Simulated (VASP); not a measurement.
Input of a VASP 6.6.1 run:

INCAR

```
SYSTEM = Au
PREC = Accurate
ENCUT = 520
EDIFF = 1E-6
ISMEAR = 0
SIGMA = 0.05
LREAL = .FALSE.
LASPH = .TRUE.
NELM = 100
ALGO = Normal
ISIF = 2
LWAVE = .FALSE.
LCHARG = .FALSE.
GGA = PS
NBANDS = 60
```

KPOINTS

```
regular mesh
0
G
  1 1 8
  0 0 0
```

File POSCAR:

```
Au
1.0
   13.2000000000      0.0000000000      0.0000000000
    0.0000000000     12.2000000000      0.0000000000
    0.0000000000      0.0000000000      7.0732156229
Au
9
Direct
    0.4684247555      0.5000000000      0.6666666667
    0.3421237774      0.5000000000      0.0000000000
    0.5947257336      0.5000000000      0.3333333333
    0.5315752445      0.3816545825      0.0000000000
    0.4052742664      0.6183454175      0.3333333333
    0.6578762226      0.6183454175      0.6666666667
    0.5315752445      0.6183454175      0.0000000000
    0.4052742664      0.3816545825      0.3333333333
    0.6578762226      0.3816545825      0.6666666667
```

Potentials or basis: VASP PAW PBE potentials, release 64 (Au).

The run is started by

```sh
$ cat potpaw_PBE.64/Au/POTCAR > POTCAR
$ mpirun -np 1 vasp_std > vasp.out
```

(1) Estimate the largest force.

(2) Predict the band gap on the k mesh.

Results:

(1) 1.440 eV/Å.

(2) zero (an odd number of electrons rules out a gap without spin polarisation).

Caveat: the PAW data sets were made with another functional, which shifts forces and pressure a little; spin-orbit coupling is left out, which moves the levels of the heavy elements.
